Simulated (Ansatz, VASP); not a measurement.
Si2Mo in VASP and in Ansatz

```xyz
3
Lattice="-1.6084 1.6084 3.9365 1.6084 -1.6084 3.9365 1.6084 1.6084 -3.9365" Properties=species:S:1:pos:R:3 pbc="T T T"
Si    0.0000    0.0000    2.6382
Si    0.0000    0.0000    5.2348
Mo    0.0000    0.0000    0.0000
```

Alike in both runs: functional PBE; k mesh 18 × 18 × 18; occupations gaussian, width 0.1 eV; no spin polarisation.

Ansatz relaxed the structure, and its values are those at the end. VASP's run is a single point on that final structure, the one shown.

```csv
,VASP,Ansatz
version,VASP 6.6.1,Ansatz 0.2.0
potentials or method,"VASP PAW PBE potentials, release 64 (Si, Mo_sv), cutoff 520 eV","scalar-relativistic, plane waves, PAW"
valence electrons in the cell,22,22
```

|  | VASP | Ansatz | Ansatz less VASP |
| --- | --- | --- | --- |
| gap on the k mesh at the Fermi level (eV) | none | none | - |
| pressure (GPa) | 0.2 | 0.0 | -0.16 |

A gap of «none» marks a metal or a gap that the smearing closes.
